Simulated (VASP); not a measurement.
Here is a VASP 6.6.1 calculation.

File INCAR:

```
PREC = Accurate ; ENCUT = 600
EDIFF = 1E-6 ; ISMEAR = 0
SIGMA = 0.1 ; LREAL = False
LASPH = True ; NELM = 80
ALGO = Normal ; ISIF = 3
LWAVE = False ; LCHARG = False
GGA = PE ; IBRION = 2
NSW = 90 ; EDIFFG = -0.04
```

File KPOINTS:

```
Automatic mesh
0
Gamma
  6 6 6
```

Contents of POSCAR:

```
WAu2
1.0
    0.0000000000      2.9573912389      2.9573912389
    2.9573912389      0.0000000000      2.9573912389
    2.9573912389      2.9573912389      0.0000000000
W Au
1 2
Direct
    0.0000000000      0.0000000000      0.0000000000
    0.2500000000      0.2500000000      0.2500000000
    0.7500000000      0.7500000000      0.7500000000
```

Potentials or basis: VASP PAW PBE potentials, release 64 (W_sv, Au).

Command:

```bash
$ cat potpaw_PBE.64/W_sv/POTCAR potpaw_PBE.64/Au/POTCAR > POTCAR
$ mpirun -np 1 vasp_std > vasp.out
```

Problem. What does it give for the relaxed volume?

Solution. 20.31 Å³/atom.

Problem. Estimate the space group after relaxing (to 0.05 Å).

Solution. Fm-3m (No. 225).

Problem. Estimate the relaxed cell.

Solution. a = 4.417 Å, b = 4.417 Å, c = 4.417 Å, α = 60.00°, β = 60.00°, γ = 60.00°.

Step by step:
| step | energy change (eV) | largest force (eV/Å) | pressure (GPa) | volume (Å³) |
| --- | --- | --- | --- | --- |
| 1 | 0.0000 | 0.0000 | 38.77 | 51.73 |
| 2 | 1.9667 | 0.0000 | -21.12 | 89.68 |
| 3 | -0.9255 | 0.0000 | -3.56 | 62.41 |
| 4 | -0.9414 | 0.0000 | -0.92 | 61.29 |
| 5 | -0.9425 | 0.0000 | 0.01 | 60.92 |

Caveat: the volume moved by over 15 % at a fixed basis, so the end points are rough.
